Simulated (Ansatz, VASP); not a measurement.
Two plane-wave programs on Cs2Bi

POSCAR

```
Cs2Bi
1.0
    0.0000000000      5.3617280000      0.0000000000
    5.3617280000      0.0000000000      0.0000000000
    2.6808640000      2.6808640000     -9.4606130000
Cs Bi
4 2
Direct
    0.5000000000      0.0000000000      0.0000000000
    0.0000000000      0.5000000000      0.0000000000
    0.3290000000      0.3290000000      0.3420000000
    0.6710000000      0.6710000000      0.6580000000
    0.1380000000      0.1380000000      0.7240000000
    0.8620000000      0.8620000000      0.2760000000
```

The input INCAR.step1:

```
SYSTEM = Cs2Bi
PREC     = Accurate       ! precision mode
ENCUT    = 520            ! plane-wave cutoff, eV
EDIFF    = 1E-5           ! SCF threshold, eV
ISMEAR   = -1             ! smearing method
SIGMA    = 0.1            ! smearing width, eV
LREAL    = .False.        ! projectors in reciprocal space
LASPH    = .True.         ! aspherical terms in the spheres
NELM     = 60             ! most SCF steps
ALGO     = Normal         ! electronic algorithm
ISIF     = 2              ! what is computed and relaxed
LWAVE    = .True.         ! write WAVECAR
LCHARG   = .False.        ! write CHGCAR
NBANDS   = 42             ! bands
GGA      = PE             ! functional
LUSENCCL = .False.
```

The input INCAR.step2:

```
SYSTEM = Cs2Bi
PREC     = Accurate       ! precision mode
ENCUT    = 520            ! plane-wave cutoff, eV
EDIFF    = 1E-6           ! SCF threshold, eV
ISMEAR   = -1             ! smearing method
SIGMA    = 0.1            ! smearing width, eV
LREAL    = .False.        ! projectors in reciprocal space
LASPH    = .True.         ! aspherical terms in the spheres
NELM     = 60             ! most SCF steps
ALGO     = Normal         ! electronic algorithm
ISIF     = 2              ! what is computed and relaxed
LWAVE    = .False.        ! write WAVECAR
LCHARG   = .False.        ! write CHGCAR
GGA      = PE             ! functional
LHFCALC  = .True.         ! exact exchange
AEXX     = 0.25           ! exact-exchange fraction
PRECFOCK = Fast         
NBANDS   = 42             ! bands
ISTART   = 1            
LUSENCCL = .False.
```

KPOINTS

```
Automatic mesh
0
Gamma
  2 2 2
  0 0 0
```

Input for Ansatz:

```yaml
crystal:
  lattice:
    - [0.0, 5.361728, 0.0]
    - [5.361728, 0.0, 0.0]
    - [2.680864, 2.680864, -9.460613]
  atoms:
    - { symbol: Cs, position: [0.5, 0.0, 0.0] }
    - { symbol: Cs, position: [0.0, 0.5, 0.0] }
    - { symbol: Cs, position: [0.329, 0.329, 0.342] }
    - { symbol: Cs, position: [0.671, 0.671, 0.658] }
    - { symbol: Bi, position: [0.138, 0.138, 0.724] }
    - { symbol: Bi, position: [0.862, 0.862, 0.276] }
  symmetry: { tolerance: 0.0003 }
kpoints:
  mp_grid: { grid: [2, 2, 2], shift: [0, 0, 0] }
magnetization:
  spin_polarized: false
scf:
  occupations: { method: fermi_dirac }
hamiltonian:
  pseudopotentials: { kind: paw }
  xc: pbe0
basis:
  ecutwfc: 420
  fft_grid_basis: typed
output:
  forces: true
  stress: true
  eigenvalues: true
  bader: true
  populations: true
  elf: true
  write_potential: true
  volumetric_format: npy
  dos:
    e_range: [-12, 8]
    de: 0.05
    projected: { site_lists: { Bi: [Bi], Cs: [Cs] } }
    method: { smearing: { sigma: 0.1, scheme: gaussian } }
```

Alike in both runs: task single point; functional PBE0; k mesh 2 × 2 × 2; no spin polarisation.

```csv
,VASP,Ansatz
version,VASP 6.6.1,Ansatz 0.2.0
potentials or method,"VASP PAW PBE potentials, release 64 (Cs_sv, Bi_d), cutoff 520 eV",PAW plane waves
occupations,"fermi-dirac, width 0.1 eV",fermi-dirac
valence electrons in the cell,66,66
```

|  | VASP | Ansatz | Ansatz less VASP |
| --- | --- | --- | --- |
| pressure (GPa) | 2.9 | 2.9 | -0.02 |
| traceless stress, the component that is largest in VASP (GPa) | 0.10 | 0.42 | +0.319 |
| rms of the force components (eV/Å) | 0.119 | 0.121 | +0.0023 |

Atom by atom the forces differ by 0.022 eV/Å (rms over components). Ansatz's warnings: filled band counts differ across k points, stress exchange threshold loose, stress scf threshold loose.

The k mesh is coarse, so the values compare programs but aren't converged. Spin-orbit coupling is off throughout.
